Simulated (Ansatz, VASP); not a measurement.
**RbCl: VASP beside Ansatz**

The input INCAR:

```
PREC = Accurate
ENCUT = 500
EDIFF = 1E-6
ISMEAR = 0
SIGMA = 0.01
LREAL = F
LASPH = T
NELM = 120
ALGO = Normal
ISIF = 2
LWAVE = F
LCHARG = T
GGA = PS
LELF = T
LVHAR = T
NBANDS = 15
GGA_COMPAT = F
```

KPOINTS

```
Automatic mesh
0
Gamma
  6 6 6
```

The input POSCAR:

```
RbCl
1.0
    0.0000000000      3.2903700000      3.2903700000
    3.2903700000      0.0000000000      3.2903700000
    3.2903700000      3.2903700000      0.0000000000
Rb Cl
1 1
Direct
    0.0000000000      0.0000000000      0.0000000000
    0.5000000000      0.5000000000      0.5000000000
```

Input for Ansatz:

```yaml
crystal:
  lattice:
    - [0.0, 3.29037, 3.29037]
    - [3.29037, 0.0, 3.29037]
    - [3.29037, 3.29037, 0.0]
  atoms:
    - { symbol: Rb, position: [0.0, 0.0, 0.0] }
    - { symbol: Cl, position: [0.5, 0.5, 0.5] }
kpoints:
  mp_grid: { grid: [6, 6, 6] }
scf:
  occupations: { method: fixed }
  convergence: { dr2_threshold: 1.0e-10 }
hamiltonian:
  xc: pbesol
  pseudopotentials: { kind: all_electron, lapw: { basis_error: 0.0005 } }
output:
  forces: true
  stress: true
  eigenstates:
    kpoints:
      - [0.0, 0.0, 0.0]
      - [-0.5, 0.0, -0.5]
      - [0.0, -0.5, -0.5]
      - [-0.5, -0.5, 0.0]
      - [-0.5, 0.0, 0.0]
      - [0.0, -0.5, 0.0]
      - [0.0, 0.0, -0.5]
      - [-0.5, -0.5, -0.5]
  eigenvalues: true
```

Alike in both runs: task single point; functional PBEsol; k mesh 6 × 6 × 6; no spin polarisation.

|  | VASP | Ansatz |
| --- | --- | --- |
| version | VASP 6.6.1 | Ansatz 0.2.0 |
| potentials or method | VASP PAW PBE potentials, release 64 (Rb_sv, Cl), cutoff 500 eV | all-electron LAPW, scalar-relativistic |
| occupations | gaussian, width 0.01 eV | fixed |

Ansatz gave:

* gap on the k mesh at the Fermi level (eV): 4.85
* pressure (GPa): -0.3

Problem. What did VASP give for the same quantities?

Solution. gap on the k mesh at the Fermi level (eV): 4.84; pressure (GPa): -0.3.

VASP's potentials were made for PBE, not for PBEsol. Ansatz ran all-electron here, and VASP with PAW potentials.
